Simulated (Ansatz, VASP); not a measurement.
## Two plane-wave programs on Pb

Contents of INCAR:

```
ALGO     = Normal         # electronic algorithm
EDIFF    = 1E-7           # SCF threshold, eV
ENCUT    = 520            # plane-wave cutoff, eV
GGA      = RE             # functional
ISIF     = 2              # what is computed and relaxed
ISMEAR   = -1             # smearing method
LASPH    = T              # aspherical terms in the spheres
LCHARG   = F              # write CHGCAR
LREAL    = F              # projectors in reciprocal space
LWAVE    = F              # write WAVECAR
NBANDS   = 36             # bands
NELM     = 80             # most SCF steps
PREC     = Accurate       # precision mode
SIGMA    = 0.1            # smearing width, eV
```

File KPOINTS:

```
k-points
0
Gamma
  11 11 3
```

POSCAR

```
Pb
1.0
    3.7480449077      0.0000000000      0.0000000000
   -1.8740224539      3.2459021046      0.0000000000
    0.0000000000      0.0000000000     12.1019401641
Pb
4
Direct
    0.0000000000      0.0000000000      0.0000000000
    0.0000000000      0.0000000000      0.5000000000
    0.3333333333      0.6666666667      0.2500000000
    0.6666666667      0.3333333333      0.7500000000
```

Input for Ansatz:

```yaml
crystal:
  lattice:
    - [3.7480449077, 0.0, 0.0]
    - [-1.8740224539, 3.2459021046, 0.0]
    - [0.0, 0.0, 12.1019401641]
  atoms:
    - { symbol: Pb, position: [0.0, 0.0, 0.0] }
    - { symbol: Pb, position: [0.0, 0.0, 0.5] }
    - { symbol: Pb, position: [0.3333333333, 0.6666666667, 0.25] }
    - { symbol: Pb, position: [0.6666666667, 0.3333333333, 0.75] }
hamiltonian:
  xc: revpbe
  pseudopotentials:
    kind: paw
    azcp:
      Pb: "pseudopotentials/Pb.paw.azcp"
basis:
  ecutwfc: 420
  fft_grid_basis: typed
kpoints:
  mp_grid: { grid: [11, 11, 3], shift: [0, 0, 0] }
magnetization:
  spin_polarized: false
scf:
  occupations: { method: fermi_dirac, width: 0.1 }
  lower_state_search: "off"
output:
  stress: true
```

Alike in both runs: task single point; functional revPBE; k mesh 11 × 11 × 3; occupations fermi-dirac, width 0.1 eV; no spin polarisation.

```csv
,VASP,Ansatz
version,VASP 6.6.1,Ansatz 0.2.0
potentials or method,"VASP PAW PBE potentials, release 64 (Pb_d), cutoff 520 eV","plane waves (420 eV) with PAW, scalar-relativistic"
valence electrons in the cell,56,56
```

|  | VASP | Ansatz | Ansatz less VASP |
| --- | --- | --- | --- |
| pressure (GPa) | -3.1 | -3.1 | +0.05 |

VASP's potentials were made for PBE, not for revPBE. With one functional, cell and mesh, what is left measures potentials, basis and numerics.

Neither program's run includes spin-orbit coupling.
